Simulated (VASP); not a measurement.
# Si (Fd-3m) in VASP: a series of runs, part 2 of 2

VASP 6.6.1. The steps go on from the part before.

### 3 Single point, r2SCAN

The input, POSCAR:

```
Si
1.0
    0.0000000000      2.7350000000      2.7350000000
    2.7350000000      0.0000000000      2.7350000000
    2.7350000000      2.7350000000      0.0000000000
Si
2
Direct
    0.0000000000      0.0000000000      0.0000000000
    0.2500000000      0.2500000000      0.2500000000
```

The input, INCAR.step1:

```
SYSTEM = Si
ALGO = Normal
EDIFF = 1E-5
ENCUT = 550
GGA = PE
GGA_COMPAT = .FALSE.
ISMEAR = -1
LASPH = .TRUE.
LCHARG = .FALSE.
LREAL = .FALSE.
LWAVE = .TRUE.
NBANDS = 11
NELM = 120
PREC = Accurate
SIGMA = 0.02
```

The input, INCAR.step2:

```
SYSTEM = Si
ALGO = Normal
EDIFF = 1E-6
ENCUT = 550
GGA_COMPAT = .FALSE.
ISIF = 2
ISMEAR = -1
ISTART = 1
LASPH = .TRUE.
LCHARG = .FALSE.
LMIXTAU = .TRUE.
LREAL = .FALSE.
LWAVE = .FALSE.
METAGGA = R2SCAN
NBANDS = 11
NELM = 120
PREC = Accurate
SIGMA = 0.02
```

The input, KPOINTS:

```
k-points
0
G
  6 6 6
  0 0 0
```

Potentials or basis: VASP PAW PBE potentials, release 64 (Si).

On the command line:

```console
$ cat potpaw_PBE.64/Si/POTCAR > POTCAR
$ cp INCAR.step1 INCAR
$ mpirun -np 1 vasp_std > vasp.out
$ cp INCAR.step2 INCAR
$ mpirun -np 1 vasp_std > vasp.out
```

OUTCAR:

```text
SYSTEM = Si
   EDIFF = 1E-6
   ENCUT = 550
   ISIF = 2
   ISMEAR = -1
   ISTART = 1
   LASPH = .TRUE.
   LREAL = .FALSE.
   METAGGA = R2SCAN
   NELM = 120
   PREC = Accurate

 ion  position               nearest neighbor table
   1  0.000  0.000  0.000-   2 2.37   2 2.37   2 2.37   2 2.37
   2  0.250  0.250  0.250-   1 2.37   1 2.37   1 2.37   1 2.37

  LATTYP: Found a face centered cubic cell.
 ALAT       =     5.4700000000

  Lattice vectors:

 A1 = (   0.0000000000,   2.7350000000,   2.7350000000)
 A2 = (   2.7350000000,   0.0000000000,   2.7350000000)
 A3 = (   2.7350000000,   2.7350000000,   0.0000000000)

Analysis of symmetry for initial positions (statically):
=====================================================================
 Subroutine PRICEL returns:
 Original cell was already a primitive cell.

 Routine SETGRP: Setting up the symmetry group for a
 face centered cubic supercell.

 Subroutine GETGRP returns: Found 48 space group operations
 (whereof 24 operations were pure point group operations)
 out of a pool of 48 trial point group operations.

The static configuration has the point symmetry T_d .
 The point group associated with its full space group is O_h .

Analysis of symmetry for dynamics (positions and initial velocities):
=====================================================================
 Subroutine PRICEL returns:
 Original cell was already a primitive cell.

 Routine SETGRP: Setting up the symmetry group for a
 face centered cubic supercell.

 Subroutine GETGRP returns: Found 48 space group operations
 (whereof 24 operations were pure point group operations)
 out of a pool of 48 trial point group operations.

The dynamic configuration has the point symmetry T_d .
 The point group associated with its full space group is O_h .

 Subroutine INISYM returns: Found 48 space group operations
 (whereof 24 operations are pure point group operations),
 and found     1 'primitive' translations
[... 110 lines left out ...]
   LORBIT       =      0    0 simple, 1 ext, 2 COOP (PROOUT), +10 PAW based schemes
   METAGGA = R2SCAN    functional components
   LHFCALC =     F    Hartree Fock is set to
   AEXX    =    0.0000 exact exchange contribution
   IVDW    =     0    specifies the selected vdW correction
   LEPSILON=     F    determine dielectric tensor
   LRPA    =     F    only Hartree local field effects (RPA)
 non-spin polarized calculation
  energy-cutoff  :      550.00
  volume of cell :       40.92
 maximum number of plane-waves:      1243
 NGX is ok and might be reduce to    30
   NGX = 15   NGY = 15   NGZ = 15

 number of electron       8.0000001 magnetization

 Free energy of the ion-electron system (eV)
  ---------------------------------------------------
  ext. energy  EPLUGINS =         0.00000000
  ---------------------------------------------------
  free energy    TOTEN  =       -17.52573829 eV

  energy without entropy =      -17.52573829  energy(sigma->0) =      -17.52573829

 E-fermi :   5.9616     XC(G=0):  -9.7653

 val. band max:        5.5258308311   @ k =   0.0000   0.0000   0.0000
 cond. band min:       6.4785330342   @ k =   0.3333   0.3333   0.0000
 fundamental gap:      0.9527022031
 Fermi energy:         5.9615680412

 k-point     1 :       0.0000    0.0000    0.0000
  band No.  band energies     occupation
      1      -6.8477      2.00000
      2       5.5258      2.00000
      3       5.5258      2.00000
      4       5.5258      2.00000
      5       8.2726      0.00000
      6       8.2726      0.00000
      7       8.2726      0.00000
      8       9.2505      0.00000
      9      13.6387      0.00000
     10      13.6387      0.00000
     11      14.1229      0.00000
[... 197 lines left out ...]
 k-point    16 :      -0.3333    0.5000    0.1667
  band No.  band energies     occupation
      1      -2.4412      2.00000
      2      -2.4412      2.00000
      3       1.7990      2.00000
      4       1.7990      2.00000
      5       8.5534      0.00000
      6       8.5534      0.00000
      7      12.7032      0.00000
      8      12.7032      0.00000
      9      16.6719      0.00000
     10      16.6719      0.00000
     11      19.1454      0.00000

------------------------ aborting loop because EDIFF is reached ----------------------------------------

  FORCE on cell =-STRESS in cart. coord.  units (eV):
  Direction    XX          YY          ZZ          XY          YZ          ZX
  --------------------------------------------------------------------------------------
  -------------------------------------------------------------------------------------
  Total       -0.3845609     -0.3845609     -0.3845609      0.0000000     -0.0000000      0.0000000
  in kB      -15.0582237    -15.0582237    -15.0582237      0.0000000     -0.0000000      0.0000000
  external PRESSURE =     -15.0582237 kB  Pullay stress =       0.0000000 kB

 VOLUME and BASIS-vectors are now :
 -----------------------------------------------------------------------------
  energy-cutoff  :      550.00
  volume of cell :       40.92
      direct lattice vectors                 reciprocal lattice vectors
     0.000000000  2.735000000  2.735000000    -0.182815356  0.182815356  0.182815356
     2.735000000  0.000000000  2.735000000     0.182815356 -0.182815356  0.182815356
     2.735000000  2.735000000  0.000000000     0.182815356  0.182815356 -0.182815356

 POSITION                                       TOTAL-FORCE (eV/Angst)
 -----------------------------------------------------------------------------------
      0.00000      0.00000      0.00000        -0.000000      0.000000      0.000000
      1.36750      1.36750      1.36750         0.000000     -0.000000     -0.000000
 -----------------------------------------------------------------------------------
    total drift:                               -0.000000     -0.000000     -0.000000

  FREE ENERGIE OF THE ION-ELECTRON SYSTEM (eV)
  ---------------------------------------------------
  free  energy   TOTEN  =       -17.5257382912 eV

  energy  without entropy=      -17.5257382912  energy(sigma->0) =      -17.52573829
```

It took 15 s on 1 thread of Intel Xeon 6975P-C (Granite Rapids), shared host; peak memory 0.16 GiB.

What came out:

* Free energy: -17.5257 eV
* Pressure: -1.5 GPa
* Band gap on the k mesh: 0.95 eV (least direct gap 2.75 eV)

Caveat: the PAW data sets were made with another functional, which shifts forces and pressure a little. A k mesh can miss the band edges.
